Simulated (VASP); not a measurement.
# BeAl2 (P6/mmm) in VASP: single point with PBE

Aim: the single point of BeAl2 with PBE.

Everything below comes from runs of VASP 6.6.1. Logs are shortened: lines on timing, memory, paths and dates and some standing lists are left out, and cuts for length are marked.

### Step 1. The cell of the first run

The structure is hexagonal, space group P6/mmm (No. 191). Conventional cell: a = 4.318 Å, b = 4.318 Å, c = 5.325 Å, α = 90.00°, β = 90.00°, γ = 120.00°. Be (site symmetry -6m2) has 3 Be at 2.49 Å and 8 Al at 2.66 to 2.80 Å within 3.3 Å. Al (site symmetry 6mm) has 8 Al at 2.55 to 2.85 Å and 6 Be at 2.80 Å within 3.4 Å. Within 3.3 Å of Al (site symmetry -6m2) lie 9 Al at 2.49 to 2.85 Å and 2 Be at 2.66 Å.

### Step 2. Single point, PBE

POSCAR

```
BeAl2
1.0
    4.3175536123      0.0000000000      0.0000000000
   -2.1587768061      3.7391111105      0.0000000000
    0.0000000000      0.0000000000      5.3252511420
Be Al
2 4
Direct
    0.3333333333      0.6666666667      0.0000000000
    0.6666666667      0.3333333333      0.0000000000
    0.0000000000      0.0000000000      0.7606966531
    0.0000000000      0.0000000000      0.2393033469
    0.3333333333      0.6666666667      0.5000000000
    0.6666666667      0.3333333333      0.5000000000
```

INCAR.step1

```
PREC = Accurate
ENCUT = 520
EDIFF = 1E-6
ISMEAR = 0
SIGMA = 0.1
LREAL = F
LASPH = T
NELM = 80
ALGO = Fast
ISIF = 2
LWAVE = F
LCHARG = T
GGA = PE
NBANDS = 17
```

KPOINTS.step1

```
regular mesh
0
Gamma
  12 12 8
```

INCAR.step2

```
PREC = Accurate
ENCUT = 520
EDIFF = 1E-6
ISMEAR = -5
SIGMA = 0.1
LREAL = F
LASPH = T
NELM = 80
ALGO = Fast
ISIF = 2
LWAVE = F
LCHARG = F
GGA = PE
LORBIT = 10
NBANDS = 17
NEDOS = 2001
ICHARG = 11
```

KPOINTS.step2

```
regular mesh
0
Gamma
  18 18 12
```

Potentials or basis: VASP PAW PBE potentials, release 64 (Be, Al).

The run is started by

```sh
> cat potpaw_PBE.64/Be/POTCAR potpaw_PBE.64/Al/POTCAR > POTCAR
> cp INCAR.step1 INCAR
> cp KPOINTS.step1 KPOINTS
> mpirun -np 1 vasp_std > vasp.out
> cp INCAR.step2 INCAR
> cp KPOINTS.step2 KPOINTS
> mpirun -np 1 vasp_std > vasp.out
```

OUTCAR:

```text
PREC = Accurate
   ENCUT = 520
   EDIFF = 1E-6
   ISMEAR = -5
   LREAL = F
   LASPH = T
   NELM = 80
   ISIF = 2
   GGA = PE
   LORBIT = 10
   ICHARG = 11

 ion  position               nearest neighbor table
   1  0.333  0.667  0.000-   5 2.66   5 2.66   3 2.80   4 2.80   3 2.80   4 2.80   3 2.80   4 2.80

   2  0.667  0.333  0.000-   6 2.66   6 2.66   3 2.80   4 2.80   3 2.80   4 2.80   3 2.80   4 2.80

   3  0.000  0.000  0.761-   4 2.55   4 2.78   1 2.80   2 2.80   2 2.80   1 2.80   2 2.80   1 2.80
                             6 2.85   5 2.85   6 2.85   5 2.85   5 2.85   6 2.85
   4  0.000  0.000  0.239-   3 2.55   3 2.78   2 2.80   1 2.80   2 2.80   1 2.80   2 2.80   1 2.80
                             5 2.85   6 2.85   6 2.85   5 2.85   5 2.85   6 2.85
   5  0.333  0.667  0.500-   6 2.49   6 2.49   6 2.49   1 2.66   1 2.66   4 2.85   3 2.85   4 2.85
                             3 2.85   4 2.85   3 2.85
   6  0.667  0.333  0.500-   5 2.49   5 2.49   5 2.49   2 2.66   2 2.66   4 2.85   3 2.85   3 2.85
                             4 2.85   3 2.85   4 2.85

  LATTYP: Found a hexagonal cell.
 ALAT       =     4.3175536123
 C/A-ratio  =     1.2333954874

  Lattice vectors:

 A1 = (   4.3175536123,   0.0000000000,   0.0000000000)
 A2 = (  -2.1587768061,   3.7391111105,   0.0000000000)
 A3 = (   0.0000000000,   0.0000000000,   5.3252511420)

Analysis of symmetry for initial positions (statically):
=====================================================================
 Subroutine PRICEL returns:
 Original cell was already a primitive cell.

 Routine SETGRP: Setting up the symmetry group for a
 hexagonal supercell.

 Subroutine GETGRP returns: Found 24 space group operations
 (whereof 24 operations were pure point group operations)
 out of a pool of 24 trial point group operations.

The static configuration has the point symmetry D_6h.

Analysis of symmetry for dynamics (positions and initial velocities):
=====================================================================
 Subroutine PRICEL returns:
 Original cell was already a primitive cell.

 Routine SETGRP: Setting up the symmetry group for a
 hexagonal supercell.

 Subroutine GETGRP returns: Found 24 space group operations
 (whereof 24 operations were pure point group operations)
 out of a pool of 24 trial point group operations.

The dynamic configuration has the point symmetry D_6h.

 Subroutine INISYM returns: Found 24 space group operations
 (whereof 24 operations are pure point group operations),
 and found     1 'primitive' translations
[... 121 lines left out ...]
   EFERMI_NEDOS =   21; number of points for ismear=-14 and -15
   IALGO  =     68    algorithm
   IMIX   =      4    mixing-type and parameters
     AMIX     =   0.40;   BMIX     =  1.00
     AMIX_MAG =   1.60;   BMIX_MAG =  1.00
  volume/ion in A,a.u.               =      14.33        96.69
  Fermi-wavevector in a.u.,A,eV,Ry     =   0.934687  1.766302 11.886585  0.873639
  Thomas-Fermi vector in A             =   2.061517
   LORBIT       =     10    0 simple, 1 ext, 2 COOP (PROOUT), +10 PAW based schemes
   GGA     = PE    functional components
   LHFCALC =     F    Hartree Fock is set to
   AEXX    =    0.0000 exact exchange contribution
   IVDW    =     0    specifies the selected vdW correction
   LEPSILON=     F    determine dielectric tensor
   LRPA    =     F    only Hartree local field effects (RPA)
 non-spin polarized calculation
 RMM-DIIS sequential band-by-band and
 Fermi weights with tetrahedron method with Bloechl corrections
  energy-cutoff  :      520.00
  volume of cell :       85.97
 maximum number of plane-waves:      2336

 number of electron      16.0000000 magnetization

 Free energy of the ion-electron system (eV)
  ---------------------------------------------------
  ext. energy  EPLUGINS =         0.00000000
  ---------------------------------------------------
  free energy    TOTEN  =       -20.49541655 eV

  energy without entropy =      -20.49541655  energy(sigma->0) =      -20.49541655

 E-fermi :   7.3270     XC(G=0): -10.1130

 val. band max:        7.5131697296   @ k =   0.1667   0.1667   0.5000
 cond. band min:       7.1872037025   @ k =   0.0556   0.0000   0.5000
 fundamental gap:     -0.3259660271
 Fermi energy:         7.3270041805

 k-point     1 :       0.0000    0.0000    0.0000
  band No.  band energies     occupation
      1      -3.7148      2.00000
      2       1.4024      2.00000
      3       1.4070      2.00000
      4       5.6570      2.00000
      5       5.6570      2.00000
      6       5.7625      2.00000
[... 457 lines left out ...]
      4       3.0676      2.00000
      5       3.4730      2.00000
      6       4.6566      2.00000
[... 9 lines left out ...]
     16      15.2126      0.00000
     17      15.4500      0.00000

 [... further k-points ...]

------------------------ aborting loop because EDIFF is reached ----------------------------------------

  FORCE on cell =-STRESS in cart. coord.  units (eV):
  Direction    XX          YY          ZZ          XY          YZ          ZX
  --------------------------------------------------------------------------------------
  -------------------------------------------------------------------------------------
  Total       -0.3790331     -0.3790331      0.5922057     -0.0000000     -0.0000000      0.0000000
  in kB       -7.0638505     -7.0638505     11.0366420     -0.0000000     -0.0000000      0.0000000
  external PRESSURE =      -1.0303530 kB  Pullay stress =       0.0000000 kB

 VOLUME and BASIS-vectors are now :
 -----------------------------------------------------------------------------
  energy-cutoff  :      520.00
  volume of cell :       85.97
      direct lattice vectors                 reciprocal lattice vectors
     4.317553612  0.000000000  0.000000000     0.231612642  0.133721621  0.000000000
    -2.158776806  3.739111111  0.000000000     0.000000000  0.267443243  0.000000000
     0.000000000  0.000000000  5.325251142     0.000000000  0.000000000  0.187784571

 POSITION                                       TOTAL-FORCE (eV/Angst)
 -----------------------------------------------------------------------------------
     -0.00000      2.49274      0.00000         0.000000     -0.000000      0.000000
      2.15878      1.24637      0.00000         0.000000      0.000000      0.000000
      0.00000      0.00000      4.05090         0.000000      0.000000      0.017658
      0.00000      0.00000      1.27435         0.000000     -0.000000     -0.017658
     -0.00000      2.49274      2.66263        -0.000000      0.000000      0.000000
      2.15878      1.24637      2.66263        -0.000000     -0.000000      0.000000
 -----------------------------------------------------------------------------------
    total drift:                                0.000000     -0.000000     -0.000000

  FREE ENERGIE OF THE ION-ELECTRON SYSTEM (eV)
  ---------------------------------------------------
  free  energy   TOTEN  =       -20.4954165536 eV

  energy  without entropy=      -20.4954165536  energy(sigma->0) =      -20.49541655

 total charge

# of ion       s       p       d       tot
------------------------------------------
    1        0.381   0.470   0.000   0.852
    2        0.381   0.470   0.000   0.852
    3        0.414   0.334   0.000   0.747
    4        0.414   0.334   0.000   0.747
    5        0.448   0.389   0.000   0.837
    6        0.448   0.389   0.000   0.837
--------------------------------------------------
tot          2.486   2.386   0.000   4.872
```

OUTCAR.step1:

```text
PREC = Accurate
   ENCUT = 520
   EDIFF = 1E-6
   ISMEAR = 0
   LREAL = F
[... 724 lines left out ...]
      0.00000      0.00000      4.05090         0.000000     -0.000000      0.002844
      0.00000      0.00000      1.27435         0.000000      0.000000     -0.002844
     -0.00000      2.49274      2.66263        -0.000000     -0.000000      0.000000
      2.15878      1.24637      2.66263         0.000000      0.000000     -0.000000
 -----------------------------------------------------------------------------------
    total drift:                                0.000000     -0.000000     -0.000000

  FREE ENERGIE OF THE ION-ELECTRON SYSTEM (eV)
  ---------------------------------------------------
  free  energy   TOTEN  =       -20.5042978418 eV

  energy  without entropy=      -20.4960791616  energy(sigma->0) =      -20.50018850
```

It took 2.7 min on 1 thread of AMD EPYC 9R45 (Zen 5), shared host; peak memory 0.38 GiB.

What came out:

```yaml
Valence_electrons_inside_the_program's_atomic_spheres: Be 0.85; Al 0.75, 0.84 (each value once)
```

Caveat: tetrahedron occupations give inexact forces and stress in metals.
